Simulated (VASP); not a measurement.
The system is Ti.

```
CELL_PARAMETERS angstrom
0.00000 1.91707 1.91707
1.91707 0.00000 1.91707
1.91707 1.91707 0.00000
ATOMIC_POSITIONS crystal
Ti 0.00000 0.00000 0.00000
```

This isn't the form of Ti at room conditions, which is hcp.

Base run:

| Item | Value |
| --- | --- |
| Program | VASP 6.6.1 |
| Functional | LDA |
| Potentials or basis | VASP PAW LDA potentials, release 64 (Ti_sv) |
| Cutoff | 520 eV |
| k mesh | 22 × 22 × 22 |
| Occupations | gaussian, width 0.15 eV |
| Spin | collinear spin |
| Starting moments | [0.75] μB |
| Fixed moment | 0.75 μB |

Its results: pressure 22.2 GPa; site moments Ti +0.56 μB.

Problem. The run is repeated on the same cell with these changes: fixed moment from 0.75 μB to 0.875 μB; moments at the start from [0.75] to [0.88]. What comes out?

Solution. Pressure 23.3 GPa; site moments Ti +0.65 μB.

Caveats: the cell stands under pressure; the total moment is fixed, so each spin has its own Fermi level and the state may be an excited one.
